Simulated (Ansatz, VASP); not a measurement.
## C in VASP and in Ansatz

```
CELL_PARAMETERS angstrom
2.50984 0.00000 0.00000
-1.25492 2.17359 0.00000
0.00000 0.00000 8.28025
ATOMIC_POSITIONS crystal
C 0.00000 0.00000 0.00081
C 0.33333 0.66667 0.24925
C 0.00000 0.00000 0.50081
C 0.66667 0.33333 0.74925
C 0.00000 0.00000 0.18669
C 0.33333 0.66667 0.43825
C 0.00000 0.00000 0.68669
C 0.66667 0.33333 0.93825
```

Alike in both runs: task single point; functional r2SCAN; k mesh 12 × 12 × 4; no spin polarisation.

```csv
,VASP,Ansatz
version,VASP 6.6.1,Ansatz 0.2.0
potentials or method,"VASP PAW PBE potentials, release 64 (C)","plane waves, PAW"
plane-wave cutoff (eV),520,500
occupations,"gaussian, width 0.01 eV",fixed
valence electrons in the cell,32,32
```

|  | VASP | Ansatz | Ansatz less VASP |
| --- | --- | --- | --- |
| gap on the k mesh at the Fermi level (eV) | 4.78 | 4.80 | +0.023 |
| pressure (GPa) | 1.1 | 0.0 | -1.11 |

VASP's potentials were made for PBE, not for r2SCAN.
